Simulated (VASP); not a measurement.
**B: single point with r2SCAN**

Crystal: B.

```
CELL_PARAMETERS angstrom
0.00000 1.99808 1.99808
1.99808 0.00000 1.99808
1.99808 1.99808 0.00000
ATOMIC_POSITIONS crystal
B 0.50000 0.50000 0.50000
B 0.75000 0.75000 0.75000
```

- Program: VASP 6.6.1
- Task: single point
- Functional: r2SCAN
- Potentials or basis: VASP PAW PBE potentials, release 64 (B)
- Cutoff: 520 eV
- k mesh: 8 × 8 × 8
- Occupations: gaussian, width 0.1 eV
- Spin: no spin polarisation
- Dipole correction: no
- Further INCAR settings: ALGO = Normal; EDIFF = 1e-06; NBANDS = 10

- Pressure: 8.3 GPa
- Band gap on the k mesh: zero (band 3 reaches 8.54 eV, above the bottom of band 4 at 0.60 eV)

Levels at points of the mesh, in eV from the Fermi level:
| k point | band 1 | band 2 | band 3 | band 4 | band 5 | band 6 | band 7 |
| --- | --- | --- | --- | --- | --- | --- | --- |
| (0.00, 0.00, 0.00) | -14.02 | 4.53 | 4.53 | 4.53 | 8.88 | 8.88 | 8.88 |
| (0.50, 0.00, 0.00) | -8.77 | -7.61 | 1.92 | 1.92 | 11.08 | 11.08 | 13.15 |
| (0.50, 0.50, 0.00) | -6.49 | -6.49 | -1.40 | -1.40 | 7.85 | 7.85 | 20.23 |

Wall time 7.6 s on 1 thread of Intel(R) Xeon(R) 6975P-C (Granite Rapids), on a shared host, peak memory 0.13 GiB.

Caveat: the PAW data sets were made with another functional, which shifts forces and pressure a little.
